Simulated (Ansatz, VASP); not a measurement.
## Sb, level by level in two programs

```
Sb
1.0
     0.00000    2.38695    2.38695
     2.38695    0.00000    2.38695
     2.38695    2.38695    0.00000
Sb
1
Cartesian
  0.0000 0.0000 0.0000
```

Single points on this cell with VASP 6.6.1 and Ansatz 0.2.0. Each row is one pair of runs. Alike in all rows: spin: off; smearing: fermi-dirac, width 0.05 eV.

```csv
level,k mesh,"VASP's potentials, cutoff","Ansatz's potentials, cutoff","gap on the k mesh at the Fermi level (eV), VASP","gap on the k mesh at the Fermi level (eV), Ansatz","pressure (GPa), VASP","pressure (GPa), Ansatz"
LDA,10 × 10 × 10,"VASP PAW LDA potentials, release 64 (Sb), 520 eV","Ansatz PAW, 420 eV",none,none,-3.4,-3.4
r2SCAN,10 × 10 × 10,"VASP PAW PBE potentials, release 64 (Sb), 520 eV","Ansatz PAW, 500 eV",none,none,-0.2,-0.1
HSE06,6 × 6 × 6,"VASP PAW PBE potentials, release 64 (Sb), 520 eV","Ansatz PAW, 420 eV",?,none,?,-1.4
PBE0,6 × 6 × 6,"VASP PAW PBE potentials, release 64 (Sb), 520 eV","Ansatz PAW, 420 eV",none,none,-3.1,-1.9
```

Question: Fill in what VASP gave in row 3.

Answer: gap on the k mesh at the Fermi level (eV): none; pressure (GPa): -2.4.

VASP's potentials hold 5 valence electrons a cell and Ansatz's 15, so a difference there can come from the potentials and not from the codes.

A gap of «none» marks a metal or a gap that the smearing closes.

The k mesh is coarse in some rows, so the values compare programs but aren't converged. Spin-orbit coupling is off throughout.
